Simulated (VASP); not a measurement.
A run of VASP 6.6.1:

The input POSCAR:

```
CsB3H3
1.0
    0.0000000000      4.7994820000      4.7994820000
    4.7994820000      0.0000000000      4.7994820000
    4.7994820000      4.7994820000      0.0000000000
Cs H B
2 6 6
Direct
    0.2500000000      0.2500000000      0.2500000000
    0.7500000000      0.7500000000      0.7500000000
    0.7565000000      0.2435000000      0.2435000000
    0.2435000000      0.7565000000      0.2435000000
    0.2435000000      0.7565000000      0.7565000000
    0.7565000000      0.2435000000      0.7565000000
    0.2435000000      0.2435000000      0.7565000000
    0.7565000000      0.7565000000      0.2435000000
    0.8726000000      0.1274000000      0.1274000000
    0.1274000000      0.8726000000      0.1274000000
    0.1274000000      0.8726000000      0.8726000000
    0.8726000000      0.1274000000      0.8726000000
    0.1274000000      0.1274000000      0.8726000000
    0.8726000000      0.8726000000      0.1274000000
```

File INCAR.step1:

```
SYSTEM = CsB3H3
PREC = Accurate
ENCUT = 520
ISMEAR = -1
SIGMA = 0.1
LREAL = .False.
LASPH = .True.
NELM = 100
NBANDS = 34
GGA = PE
ALGO = Normal
EDIFF = 1E-4
LWAVE = .True.
LCHARG = .False.
```

File INCAR.step2:

```
SYSTEM = CsB3H3
PREC = Accurate
ENCUT = 520
EDIFF = 1E-6
ISMEAR = -1
SIGMA = 0.1
LREAL = .False.
LASPH = .True.
NELM = 100
ALGO = Normal
ISIF = 2
LWAVE = .False.
LCHARG = .False.
METAGGA = R2SCAN
LMIXTAU = .True.
NBANDS = 34
ISTART = 1
```

Contents of KPOINTS:

```
regular mesh
0
Gamma
  5 5 5
  0 0 0
```

Potentials or basis: VASP PAW PBE potentials, release 64 (Cs_sv, H, B).

Launch:

```sh
$ cat potpaw_PBE.64/Cs_sv/POTCAR potpaw_PBE.64/H/POTCAR potpaw_PBE.64/B/POTCAR > POTCAR
$ cp INCAR.step1 INCAR
$ mpirun -np 1 vasp_std > vasp.out
$ cp INCAR.step2 INCAR
$ mpirun -np 1 vasp_std > vasp.out
```

Hardware: 1 thread of AMD EPYC 7R43 64-Core Processor (Zen 3) (shared host).

**Question.** Estimate the wall time of this run.

**Answer.** Wall time 10 min on 1 thread of AMD EPYC 7R43 64-Core Processor (Zen 3) (shared host), peak memory 0.37 GiB. Counts: k points 10.
